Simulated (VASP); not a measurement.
# Ti24HO47 (a cell with a defect) in VASP: single point with PBEsol

Aim: the single point of Ti24HO47 (a cell with a defect) with PBEsol.

Everything below comes from runs of VASP 6.6.1. Logs are shortened: lines on timing, memory, paths and dates and some standing lists are left out, and cuts for length are marked.

## Step 1: The cell of the first run

The cell holds a defect, 72 atoms: a = 9.183 Å, b = 9.183 Å, c = 8.817 Å, α = 90.00°, β = 90.00°, γ = 90.00°.

## Step 2: Single point, PBEsol

File INCAR:

```
SYSTEM = Ti24HO47
PREC = Accurate
ENCUT = 520
EDIFF = 1E-6
ISMEAR = -1
SIGMA = 0.05
LREAL = Auto
LASPH = .True.
NELM = 120
ALGO = Normal
ISIF = 2
LWAVE = .False.
LCHARG = .False.
GGA = PS
NBANDS = 328
NELECT = 570.0
ISYM = 0
GGA_COMPAT = .False.
```

File KPOINTS:

```
Automatic mesh
0
Gamma
  1 1 1
  0.25 0.25 0.25
```

File POSCAR:

```
Ti24HO47
1.0
    9.1828280000      0.0000000000      0.0000000000
    0.0000000000      9.1828280000      0.0000000000
    0.0000000000      0.0000000000      8.8166120000
Ti O H
24 47 1
Direct
    0.9933830000      0.0061200000      0.9987310000
    0.0025770000      0.9971290000      0.3302140000
    0.0035130000      0.9978220000      0.6674930000
    0.0009480000      0.4968230000      0.0026230000
    0.0013260000      0.5026510000      0.3357840000
    0.0008060000      0.4988310000      0.6687090000
    0.5037150000      0.9995950000      0.0022720000
    0.4996560000      0.0007990000      0.3361160000
    0.4993450000      0.9975850000      0.6689010000
    0.5052690000      0.4944080000      0.9994270000
    0.4913370000      0.5086550000      0.3243630000
    0.4913560000      0.5094970000      0.6743800000
    0.2507410000      0.2478990000      0.1681710000
    0.2516310000      0.2506210000      0.5013900000
    0.2521470000      0.2478730000      0.8348430000
    0.2473640000      0.7554690000      0.1660380000
    0.2489800000      0.7510650000      0.5011280000
    0.2449130000      0.7530210000      0.8360000000
    0.7499250000      0.2529140000      0.1684930000
    0.7595590000      0.2404930000      0.5000780000
    0.7471510000      0.2508140000      0.8318440000
    0.7506440000      0.7487430000      0.1672630000
    0.7503440000      0.7491080000      0.5006160000
    0.7530690000      0.7480580000      0.8338140000
    0.1512130000      0.1528360000      0.9999380000
    0.1526180000      0.1516360000      0.3332280000
    0.1527640000      0.1515600000      0.6666270000
    0.1524970000      0.6527070000      0.9998880000
    0.1534880000      0.6520690000      0.3330170000
    0.1536150000      0.6515800000      0.6662270000
    0.6517110000      0.1536730000      0.9996340000
    0.6497470000      0.1562590000      0.3347230000
    0.6501050000      0.1555200000      0.6644760000
    0.6527390000      0.6509870000      0.9998830000
    0.6521070000      0.6495500000      0.3342770000
    0.6520460000      0.6496220000      0.6654820000
    0.3490600000      0.3473400000      0.9999760000
    0.3506800000      0.3478750000      0.3342790000
    0.3504450000      0.3481600000      0.6655560000
    0.3473380000      0.8475150000      0.9995340000
    0.3484180000      0.8466380000      0.3330740000
    0.3481780000      0.8465110000      0.6663170000
    0.8463880000      0.3483570000      0.9995120000
    0.8444850000      0.3500520000      0.3348170000
    0.8439290000      0.3502950000      0.6645400000
    0.8472260000      0.8488640000      0.0000600000
    0.8485880000      0.8473110000      0.3332040000
    0.8484410000      0.8474180000      0.6667180000
    0.0979520000      0.4016220000      0.1670320000
    0.0974380000      0.4011870000      0.4996510000
    0.0978670000      0.4014810000      0.8324880000
    0.0969730000      0.9032780000      0.1651880000
    0.0985200000      0.9015670000      0.4995550000
    0.0967870000      0.9031880000      0.8338940000
    0.5971040000      0.4034600000      0.1680650000
    0.5964970000      0.4031570000      0.8308600000
    0.5986800000      0.9021980000      0.1670480000
    0.5988860000      0.9026560000      0.4995230000
    0.5983040000      0.9020860000      0.8325930000
    0.4020180000      0.0970890000      0.1659170000
    0.4010230000      0.0962060000      0.4998040000
    0.4019950000      0.0972830000      0.8330950000
    0.4013640000      0.5981160000      0.1644860000
    0.4057230000      0.5944100000      0.4994140000
    0.4018590000      0.5987920000      0.8347610000
    0.9013030000      0.0986860000      0.1681200000
    0.9031380000      0.0969380000      0.4995820000
    0.9013830000      0.0988030000      0.8310230000
    0.9028370000      0.5979990000      0.1660420000
    0.9038750000      0.5990430000      0.4998140000
    0.9029800000      0.5980740000      0.8332290000
    0.5965410000      0.4035990000      0.4997850000
```

Potentials or basis: VASP PAW PBE potentials, release 64 (Ti_sv, O, H).

On the command line:

```bash
$ cat potpaw_PBE.64/Ti_sv/POTCAR potpaw_PBE.64/O/POTCAR potpaw_PBE.64/H/POTCAR > POTCAR
$ mpirun -np 1 vasp_std > vasp.out
```

OUTCAR:

```text
SYSTEM = Ti24HO47
   PREC = Accurate
   ENCUT = 520
   EDIFF = 1E-6
   ISMEAR = -1
   LREAL = Auto
   LASPH = .True.
   NELM = 120
   ISIF = 2
   GGA = PS
   NELECT = 570.0
   ISYM = 0

 ion  position               nearest neighbor table
   1  0.993  0.006  0.999-  68 1.90  66 1.92  46 1.97  54 1.98  25 1.98  52 1.99
   2  0.003  0.997  0.330-  52 1.90  53 1.94  66 1.94  47 1.97  67 1.98  26 1.98
   3  0.004  0.998  0.667-  54 1.91  53 1.93  68 1.95  67 1.97  27 1.97  48 1.98
   4  0.001  0.497  0.003-  49 1.91  69 1.94  51 1.95  43 1.97  71 1.98  28 2.00
   5  0.001  0.503  0.336-  70 1.92  50 1.93  69 1.96  29 1.96  49 1.97  44 2.01
   6  0.001  0.499  0.669-  51 1.92  71 1.93  50 1.95  70 1.96  30 1.98  45 1.98
   7  0.504  1.000  0.002-  57 1.92  60 1.94  59 1.95  31 1.96  62 1.98  40 2.00
   8  0.500  0.001  0.336-  61 1.92  58 1.93  60 1.96  57 1.97  41 1.98  32 1.98
   9  0.499  0.998  0.669-  59 1.92  62 1.93  58 1.96  42 1.96  61 1.96  33 2.01
  10  0.505  0.494  0.999-  56 1.90  55 1.90  37 1.97  34 1.98  65 1.98  63 1.98  11 2.87  12 2.87

  11  0.491  0.509  0.324-  63 1.83  64 1.90  55 1.94  38 1.96  35 1.96  10 2.87
  12  0.491  0.509  0.674-  65 1.83  64 1.90  56 1.95  36 1.96  39 1.97  10 2.87
  13  0.251  0.248  0.168-  26 1.93  25 1.95  38 1.96  60 1.96  37 1.96  49 1.99
  14  0.252  0.251  0.501-  39 1.93  27 1.94  38 1.95  26 1.96  61 1.97  50 1.98
  15  0.252  0.248  0.835-  25 1.93  37 1.94  62 1.95  27 1.95  39 1.97  51 2.00
  16  0.247  0.755  0.166-  40 1.93  41 1.93  52 1.94  28 1.95  29 1.95  63 2.02  18 2.91
  17  0.249  0.751  0.501-  42 1.93  30 1.93  29 1.95  41 1.95  53 1.95  64 2.04
  18  0.245  0.753  0.836-  28 1.91  40 1.93  54 1.94  30 1.95  42 1.97  65 2.02  16 2.91
  19  0.750  0.253  0.168-  44 1.92  43 1.94  32 1.94  31 1.96  55 1.97  66 1.98
  20  0.760  0.240  0.500-  67 1.86  45 1.93  33 1.93  32 1.93  44 1.93
  21  0.747  0.251  0.832-  33 1.93  31 1.94  45 1.95  43 1.95  56 1.97  68 1.99
  22  0.751  0.749  0.167-  47 1.94  34 1.95  46 1.95  35 1.95  69 1.97  57 1.98
  23  0.750  0.749  0.501-  36 1.94  48 1.94  35 1.95  47 1.95  70 1.97  58 1.98
  24  0.753  0.748  0.834-  46 1.94  48 1.94  34 1.95  71 1.95  36 1.97  59 2.01
  25  0.151  0.153  1.000-  15 1.93  13 1.95   1 1.98
  26  0.153  0.152  0.333-  13 1.93  14 1.96   2 1.98
  27  0.153  0.152  0.667-  14 1.94  15 1.95   3 1.97
  28  0.152  0.653  1.000-  18 1.91  16 1.95   4 2.00
  29  0.153  0.652  0.333-  17 1.95  16 1.95   5 1.96
  30  0.154  0.652  0.666-  17 1.93  18 1.95   6 1.98
[... 39 lines left out ...]
  70  0.904  0.599  0.500-   5 1.92   6 1.96  23 1.97
  71  0.903  0.598  0.833-   6 1.93  24 1.95   4 1.98
  72  0.597  0.404  0.500-

IMPORTANT INFORMATION: All symmetrisations will be switched off!
NOSYMM: (Re-)initialisation of all symmetry stuff for point group C_1.

----------------------------------------------------------------------------------------

                                     Primitive cell

  volume of cell :     743.4549

  direct lattice vectors                    reciprocal lattice vectors
     9.182828000  0.000000000  0.000000000     0.108898914  0.000000000  0.000000000
     0.000000000  9.182828000  0.000000000     0.000000000  0.108898914  0.000000000
     0.000000000  0.000000000  8.816612000     0.000000000  0.000000000  0.113422253

  length of vectors
     9.182828000  9.182828000  8.816612000     0.108898914  0.108898914  0.113422253

  position of ions in fractional coordinates (direct lattice)
     0.993383000  0.006120000  0.998731000
     0.002577000  0.997129000  0.330214000
     0.003513000  0.997822000  0.667493000
     0.000948000  0.496823000  0.002623000
     0.001326000  0.502651000  0.335784000
     0.000806000  0.498831000  0.668709000
[... 64 lines left out ...]
     0.902980000  0.598074000  0.833229000
     0.596541000  0.403599000  0.499785000

  ion indices of the primitive-cell ions
   primitive index   ion index
                 1           1
                 2           2
                 3           3
                 4           4
                 5           5
                 6           6
[... 64 lines left out ...]
                71          71
                72          72

----------------------------------------------------------------------------------------

 KPOINTS: Automatic mesh

Automatic generation of k-mesh.
 Grid dimensions read from file:
 generate k-points for:    1    1    1

 Generating k-lattice:

  Cartesian coordinates                     Fractional coordinates (reciprocal lattice)
     0.108898914  0.000000000  0.000000000     1.000000000  0.000000000  0.000000000
     0.000000000  0.108898914  0.000000000     0.000000000  1.000000000  0.000000000
     0.000000000  0.000000000  0.113422253     0.000000000  0.000000000  1.000000000

  Length of vectors
     0.108898914  0.108898914  0.113422253

  Shift w.r.t. Gamma in fractional coordinates (k-lattice)
     0.250000000  0.250000000  0.250000000

 Subroutine IBZKPT returns following result:
 ===========================================

 Found      4 irreducible k-points:

 Following reciprocal coordinates:
            Coordinates               Weight
  0.250000  0.250000  0.250000      2.000000
 -0.250000  0.250000  0.250000      2.000000
 -0.250000 -0.250000  0.250000      2.000000
  0.250000 -0.250000  0.250000      2.000000
   k-points           NKPTS =      4   k-points in BZ     NKDIM =      4   number of bands    NBANDS=    328
   number of dos      NEDOS =    301   number of ions     NIONS =     72
   total plane-waves  NPLWV = 343000
   dimension x,y,z NGX =    70 NGY =   70 NGZ =   70
   dimension x,y,z NGXF=   140 NGYF=  140 NGZF=  140
   ions per type =              24  47   1
   NGX,Y,Z   is equivalent  to a cutoff of  12.67, 12.67, 13.20 a.u.
   NGXF,Y,Z  is equivalent  to a cutoff of  25.35, 25.35, 26.40 a.u.
 SYSTEM =  Ti24HO47
   PREC   = accura    normal or accurate (medium, high low for compatibility)
   ISTART =      0    job   : 0-new  1-cont  2-samecut
   ICHARG =      2    charge: 1-file 2-atom 10-const
   ISPIN  =      1    spin polarized calculation?
   LNONCOLLINEAR =      F non collinear calculations
   LSORBIT =      F    spin-orbit coupling
   LASPH  =      T    aspherical Exc in radial PAW
   ENCUT  =  520.0 eV  38.22 Ry    6.18 a.u.  17.07 17.07 16.39*2*pi/ulx,y,z
   NELM   =    120;   NELMIN=  2; NELMDL= -5     # of ELM steps
   EDIFF  = 0.1E-05   stopping-criterion for ELM
   LREAL  =      T    real-space projection
   EDIFFG = 0.1E-04   stopping-criterion for IOM
   NSW    =      0    number of steps for IOM
   IBRION =     -1    ionic relax: 0-MD 1-quasi-New 2-CG
   NFREE  =      0    steps in history (QN), initial steepest desc. (CG)
   ISIF   =      2    stress and relaxation
   ISYM   =      0    0-nonsym 1-usesym 2-fastsym
   POTIM  = 0.5000    time-step for ionic-motion
   TEBEG  =    0.0;   TEEND  =   0.0 temperature during run
   PSTRESS=    0.0 pullay stress
   NELECT =     570.0000    total number of electrons
   NUPDOWN=      -1.0000    fix difference up-down
   EMIN   =  10.00;   EMAX   =-10.00  energy-range for DOS
   EFERMI =   0.00;   METHOD = LEGACY
   ISMEAR =    -1;   SIGMA  =   0.05  broadening in eV -4-tet -1-fermi 0-gaus
   EFERMI_NEDOS =   21; number of points for ismear=-14 and -15
   IALGO  =     38    algorithm
   IMIX   =      4    mixing-type and parameters
     AMIX     =   0.40;   BMIX     =  1.00
     AMIX_MAG =   1.60;   BMIX_MAG =  1.00
  volume/ion in A,a.u.               =      10.33        69.68
  Fermi-wavevector in a.u.,A,eV,Ry     =   1.498356  2.831482 30.546027  2.245070
  Thomas-Fermi vector in A             =   2.610125
   LORBIT       =      0    0 simple, 1 ext, 2 COOP (PROOUT), +10 PAW based schemes
   GGA     = PS    functional components
   LHFCALC =     F    Hartree Fock is set to
   AEXX    =    0.0000 exact exchange contribution
   IVDW    =     0    specifies the selected vdW correction
   LEPSILON=     F    determine dielectric tensor
   LRPA    =     F    only Hartree local field effects (RPA)
 non-spin polarized calculation
  energy-cutoff  :      520.00
  volume of cell :      743.45
 maximum number of plane-waves:     20027
 NGX is ok and might be reduce to    70
   NGX = 35   NGY = 35   NGZ = 33

 number of electron     570.0000000 magnetization

 Free energy of the ion-electron system (eV)
  ---------------------------------------------------
  ext. energy  EPLUGINS =         0.00000000
  ---------------------------------------------------
  free energy    TOTEN  =      -673.85738815 eV

  energy without entropy =     -673.85738815  energy(sigma->0) =     -673.85738815

 E-fermi :   5.5983     XC(G=0): -11.6833

 val. band max:        4.5359014988   @ k =  -0.2500  -0.2500   0.2500
 cond. band min:       6.6967484006   @ k =   0.2500   0.2500   0.2500
 fundamental gap:      2.1608469018
 Fermi energy:         5.5983419373

 k-point     1 :       0.2500    0.2500    0.2500
  band No.  band energies     occupation
      1     -51.9601      2.00000
      2     -51.9406      2.00000
      3     -51.9206      2.00000
      4     -51.9193      2.00000
      5     -51.9145      2.00000
      6     -51.9059      2.00000
[... 1189 lines left out ...]
    296       7.1053      0.00000
    297       7.1312      0.00000
 [bands above 297 left out]

------------------------ aborting loop because EDIFF is reached ----------------------------------------

  FORCE on cell =-STRESS in cart. coord.  units (eV):
  Direction    XX          YY          ZZ          XY          YZ          ZX
  --------------------------------------------------------------------------------------
  -------------------------------------------------------------------------------------
  Total       -9.1344761     -9.0860002     -3.7824790     -3.6190219     -0.0656625     -0.0037779
  in kB      -19.6851893    -19.5807216     -8.1514050     -7.7991481     -0.1415055     -0.0081415
  external PRESSURE =     -15.8057720 kB  Pullay stress =       0.0000000 kB

 VOLUME and BASIS-vectors are now :
 -----------------------------------------------------------------------------
  energy-cutoff  :      520.00
  volume of cell :      743.45
      direct lattice vectors                 reciprocal lattice vectors
     9.182828000  0.000000000  0.000000000     0.108898914  0.000000000  0.000000000
     0.000000000  9.182828000  0.000000000     0.000000000  0.108898914  0.000000000
     0.000000000  0.000000000  8.816612000     0.000000000  0.000000000  0.113422253

 POSITION                                       TOTAL-FORCE (eV/Angst)
 -----------------------------------------------------------------------------------
      9.12207      0.05620      8.80542         0.013139     -0.007865      0.019883
      0.02366      9.15646      2.91137        -0.000563     -0.006328      0.066984
      0.03226      9.16283      5.88503        -0.009551     -0.003057     -0.023784
      0.00871      4.56224      0.02313        -0.006996      0.012938     -0.028304
      0.01218      4.61576      2.96048         0.008584     -0.018560     -0.022992
      0.00740      4.58068      5.89575        -0.010239      0.006629     -0.029769
[... 64 lines left out ...]
      8.29191      5.49201      7.34626        -0.006289      0.013013      0.015565
      5.47793      3.70618      4.40641         0.004319     -0.005262     -0.000088
 -----------------------------------------------------------------------------------
    total drift:                               -0.030056      0.050304     -0.013194

  FREE ENERGIE OF THE ION-ELECTRON SYSTEM (eV)
  ---------------------------------------------------
  free  energy   TOTEN  =      -673.8573881481 eV

  energy  without entropy=     -673.8573881456  energy(sigma->0) =     -673.85738815
```

It took 53 min on 1 thread of Intel Xeon Platinum 8259CL at 2.50GHz (Skylake/Cascade Lake), shared host; peak memory 1.1 GiB.

What came out:

```yaml
Free_energy: -673.8574 eV
Largest_force: 0.095 eV/Å
```

Forces on the atoms (eV/Å):
```
Ti   0.013 -0.008  0.020
Ti  -0.001 -0.006  0.067
Ti  -0.010 -0.003 -0.024
Ti  -0.007  0.013 -0.028
Ti   0.009 -0.019 -0.023
Ti  -0.010  0.007 -0.030
Ti  -0.015 -0.004 -0.025
Ti   0.013 -0.019 -0.036
Ti   0.009  0.016 -0.029
Ti  -0.025  0.028  0.009
Ti   0.002 -0.014  0.090
Ti   0.026 -0.016 -0.072
Ti   0.004  0.026 -0.008
Ti  -0.005  0.006 -0.008
Ti   0.004  0.016 -0.002
Ti   0.006 -0.022  0.023
Ti   0.016 -0.018 -0.014
Ti   0.022 -0.008 -0.034
Ti  -0.013  0.003  0.012
Ti  -0.043  0.039 -0.004
Ti   0.007  0.005 -0.013
Ti  -0.009 -0.014 -0.013
Ti   0.001  0.013  0.005
Ti  -0.033 -0.005  0.000
O   -0.008 -0.040 -0.006
O   -0.025 -0.013  0.000
O   -0.033 -0.012 -0.011
O   -0.031 -0.033  0.005
O   -0.020 -0.025  0.006
O   -0.030 -0.024  0.000
O   -0.024 -0.024  0.011
O   -0.028 -0.022  0.007
O   -0.046 -0.015 -0.007
O   -0.023  0.006 -0.007
O    0.006 -0.034  0.011
O    0.015 -0.027 -0.026
O   -0.005  0.024 -0.011
O    0.029 -0.013  0.010
O    0.030 -0.004 -0.024
O    0.036  0.036  0.004
O    0.021  0.025  0.010
O    0.024  0.024 -0.002
O    0.026  0.025 -0.004
O    0.015  0.046  0.017
O    0.027  0.032 -0.003
O    0.041  0.007 -0.017
O    0.009  0.030 -0.013
O    0.013  0.031 -0.019
O    0.020 -0.021  0.018
O    0.022 -0.012  0.011
O    0.019 -0.021  0.018
O    0.009 -0.010 -0.038
O    0.008 -0.007  0.002
O    0.001 -0.003  0.041
O    0.015 -0.023 -0.003
O    0.036 -0.030  0.008
O    0.008 -0.009  0.014
O    0.015 -0.018  0.016
O    0.033 -0.023  0.013
O   -0.018  0.013  0.013
O   -0.011  0.022  0.018
O   -0.002 -0.006  0.025
O   -0.019  0.042 -0.074
O   -0.026  0.024  0.003
O   -0.039  0.017  0.085
O   -0.011  0.014 -0.015
O    0.008 -0.009  0.002
O   -0.017  0.013  0.006
O   -0.007  0.012  0.008
O   -0.019  0.011  0.020
O   -0.006  0.013  0.016
H    0.004 -0.005  0.000
```

Levels at points of the mesh, in eV from the Fermi level:
```csv
k point,band 283,band 284,band 285,band 286,band 287,band 288
"(0.25, 0.25, 0.25)",-1.43,-1.31,-1.06,1.10,1.13,1.14
```

Caveat: the cell carries a net charge on a neutralising background, which shifts energy and pressure; the cell is charged against a uniform background, so pressure and absolute levels hang on convention; the PAW data sets were made with another functional, which shifts forces and pressure a little.
